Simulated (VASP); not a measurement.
The system is P.

```
P
1.0
     4.27290    0.00000    0.00000
     0.00000    4.27290    0.00000
     0.00000    0.00000    4.37800
P
1
Direct
  0.00000 0.00000 0.00000
```

```yaml
Program: VASP 6.6.1
Task: relaxation of cell and atoms
Functional: r2SCAN
Potentials_or_basis: VASP PAW PBE potentials, release 64 (P)
Cutoff: 600 eV
k_mesh: 10 × 10 × 10
Occupations: gaussian, width 0.1 eV
Spin: no spin polarisation
```

At the start: pressure -4.0 GPa; volume 79.93 Å³/atom.

Question: Where does the relaxation end?

Answer: Over 20 steps the energy falls by 4522.5 meV/atom and the volume is 14.37 Å³/atom (-82.0 %); space group Pm-3m (No. 221, to 0.05 Å).

The path:
```
step  energy change (eV)  largest force (eV/Å)  pressure (GPa)  volume (Å³)
   1              0.0000                0.0000           -4.02        79.93
   2             -0.7204                0.0000           -7.33        58.90
   3             -2.8423                0.0000          -17.62        30.27
   4             24.2048                0.0000         2503.83         3.83
   5             -3.1003                0.0000          -18.60        27.99
   6             -4.1917                0.0000           34.24        12.19
   7             -4.2329                0.0000          -15.17        18.29
   8             -4.4102                0.0000           -7.30        15.73
   9             -4.4325                0.0000            0.88        14.50
  10             -4.2094                0.0000           33.99        12.15
  11             -4.4897                0.0000            7.14        13.73
  12             -4.4927                0.0000            8.30        13.61
  13             -4.4569                0.0000           -6.72        15.47
  14             -4.5222                0.0000            0.37        14.32
  15             -4.5222                0.0000            0.51        14.31
  16             -4.5224                0.0000           -0.48        14.42
  17             -4.5224                0.0000           -0.14        14.38
  18             -4.5224                0.0000           -0.18        14.39
  19             -4.5225                0.0000            0.02        14.36
  20             -4.5225                0.0000           -0.04        14.37
```

Final structure:
```xyz
1
Lattice="2.4313 0.0000 0.0000 0.0000 2.4313 0.0000 0.0000 0.0000 2.4311" Properties=species:S:1:pos:R:3 pbc="T T T"
P     2.4313    0.0000    0.0000
```

Caveat: the volume moved by over 15 % at a fixed basis, so the end points are rough; the PAW data sets were made with another functional, which shifts forces and pressure a little; the volume moved by -82 % from the deposited cell, more than functionals usually miss.
